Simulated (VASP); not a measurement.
Runs of VASP 6.6.1 on LiF (Griceite). The structure is that of space group Fm-3m (No. 225), or close to it. The cells are those of the table. 

```csv
task,level,potentials or basis,cell,k mesh,cutoff (eV),smearing,grid for exact exchange (PRECFOCK),gap on the mesh (eV),pressure (GPa)
single point,r2SCAN,"VASP PAW PBE potentials, release 64 (F, Li_sv)","a = 2.790 Å, angles 60.0°, 2 atoms",11 × 11 × 11,520,fermi-dirac 0.05 eV,-,(a),-
single point,r2SCAN,"VASP PAW PBE potentials, release 64 (F, Li_sv)","a = 2.829 Å, angles 60.0°, 2 atoms",11 × 11 × 11,520,fermi-dirac 0.05 eV,-,(c),-
electric field gradients,r2SCAN0,"VASP PAW PBE potentials, release 64 (F, Li_sv)","a = 2.810 Å, angles 60.0°, 2 atoms",6 × 6 × 6,520,gaussian 0.1 eV,Normal,13.33,-
single point,PBEsol,"VASP PAW PBE potentials, release 64 (F, Li_sv)","a = 2.662 Å, angles 60.0°, 2 atoms",11 × 11 × 11,750,fermi-dirac 0.05 eV,-,(b),(d)
single point,LDA,"VASP PAW LDA potentials, release 64 (F, Li_sv)","a = 2.886 Å, angles 60.0°, 2 atoms",11 × 11 × 11,520,fermi-dirac 0.05 eV,-,8.49,-
single point,PBEsol+D3(BJ),"VASP PAW PBE potentials, release 64 (F, Li_sv)","a = 2.796 Å, angles 60.0°, 2 atoms",11 × 11 × 11,520,gaussian 0.01 eV,-,9.43,-
single point,LDA,"VASP PAW LDA potentials, release 64 (F, Li_sv)","a = 2.867 Å, angles 60.0°, 2 atoms",11 × 11 × 11,520,fermi-dirac 0.05 eV,-,8.66,-
single point,PBEsol,"VASP PAW PBE potentials, release 64 (F, Li_sv)","a = 2.832 Å, angles 60.0°, 2 atoms",11 × 11 × 11,750,fermi-dirac 0.05 eV,-,9.06,-0.2
single point,PBEsol,"VASP PAW PBE potentials, release 64 (F, Li_sv)","a = 2.848 Å, angles 60.0°, 2 atoms",8 × 8 × 8,520,fermi-dirac 0.05 eV,-,8.92,-
single point,PBE,"VASP PAW PBE potentials, release 64 (F, Li_sv)","a = 2.848 Å, angles 60.0°, 2 atoms",8 × 8 × 8,520,fermi-dirac 0.05 eV,-,9.09,-
single point,PBEsol,"VASP PAW PBE potentials, release 64 (F, Li_sv)","a = 2.829 Å, angles 60.0°, 2 atoms",11 × 11 × 11,520,fermi-dirac 0.05 eV,-,9.10,-
single point,LDA,"VASP PAW LDA potentials, release 64 (F, Li_sv)","a = 2.848 Å, angles 60.0°, 2 atoms",11 × 11 × 11,520,fermi-dirac 0.05 eV,-,8.83,-
```

Alike in all rows: no spin polarisation.

Task: Estimate the missing entries.

Result: (a) 10.88; (b) 10.95; (c) 10.47; (d) 20.1.

Caveats: some runs use coarse meshes; the cutoff is under 1.25 times the usual one of these potentials, so pressure, stress and relaxed cells hold a basis-set (Pulay) error (some runs); the PAW data sets were made with another functional, which shifts forces and pressure a little (some runs).

A k mesh can miss the band edges.
